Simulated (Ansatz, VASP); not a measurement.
## ZnSe: VASP beside Ansatz

```xyz
2
Lattice="2.8329 2.8329 0.0000 -2.8329 2.8329 0.0000 0.0000 2.8329 2.8329" Properties=species:S:1:pos:R:3 pbc="T T T"
Zn    0.0000    0.0000    0.0000
Se    1.4165    4.2494    1.4165
```

Alike in both runs: functional r2SCAN; k mesh 12 × 12 × 12; occupations fermi-dirac, width 0.05 eV; no spin polarisation.

Ansatz relaxed the structure, and its values are those at the end. VASP's run is a single point on that final structure, the one shown.

```csv
,VASP,Ansatz
version,VASP 6.6.1,Ansatz 0.2.0
potentials or method,"VASP PAW PBE potentials, release 64 (Zn, Se)","PAW with Ansatz's default frozen-core files, scalar-relativistic"
plane-wave cutoff (eV),520,500
valence electrons in the cell,18,28
```

Ansatz gave:

- pressure (GPa): 0.0

What did VASP give for the same quantities?

Pressure (GPa): 0.1.

VASP's potentials were made for PBE, not for r2SCAN. The functional is the same, so the differences come from potentials, cutoffs and numerics. VASP's potentials hold 18 valence electrons a cell and Ansatz's 28, so a difference there can come from the potentials and not from the codes.
